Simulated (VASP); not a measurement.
Set up this calculation in VASP 6.6.1, as the native input.

```yaml
Task: relaxation of cell and atoms
Functional: PBE
Dispersion: D3(BJ)
Potentials_or_basis: VASP PAW PBE potentials, release 64 (Mg)
Cutoff: 600 eV
k_mesh: 10 × 10 × 10
Occupations: fermi-dirac, width 0.05 eV
Spin: no spin polarisation
Dipole_correction: no
Further_INCAR_settings: ALGO = Normal; EDIFF = 1e-07; IBRION = 2; EDIFFG = -0.01; NSW = 80; ISIF = 3
```

The structure of Mg lies in POSCAR:

```
Mg
1.0
    0.0000000000      2.2442560000      2.2442560000
    2.2442560000      0.0000000000      2.2442560000
    2.2442560000      2.2442560000      0.0000000000
Mg
1
Direct
    0.0000000000      0.0000000000      0.0000000000
```

This isn't the form of Mg at room conditions, which is hcp.

One way to write it, as run:

INCAR

```
ALGO = Normal
EDIFF = 1E-7
EDIFFG = -0.01
ENCUT = 600
GGA = PE
IBRION = 2
ISIF = 3
ISMEAR = -1
IVDW = 12
LASPH = True
LCHARG = False
LREAL = False
LWAVE = False
NELM = 100
NSW = 80
PREC = Accurate
SIGMA = 0.05
```

KPOINTS

```
k-points
0
Gamma
  10 10 10
```

Potentials or basis: VASP PAW PBE potentials, release 64 (Mg).

Run with:

```sh
$ cat potpaw_PBE.64/Mg/POTCAR > POTCAR
$ mpirun -np 1 vasp_std > vasp.out
```

It gave:

```json
{"Relaxed volume": "21.81 Å³/atom", "Relaxed cell": "a = 3.136 Å, b = 3.136 Å, c = 3.136 Å, α = 60.00°, β = 60.00°, γ = 60.00°", "Space group after relaxing (to 0.1 Å)": "Fm-3m (No. 225)", "Energy gained by relaxing": "3.5 meV/atom", "Ionic steps": "3", "Pressure after relaxing": "0.0 GPa", "Band gap on the k mesh": "zero (bands 1 and 2 overlap by 2.14 eV)", "Dispersion energy per atom": "-0.298 eV"}
```

Wall time 8.5 s on 1 thread of Intel(R) Xeon(R) 6975P-C (Granite Rapids), on a shared host, peak memory 0.16 GiB.
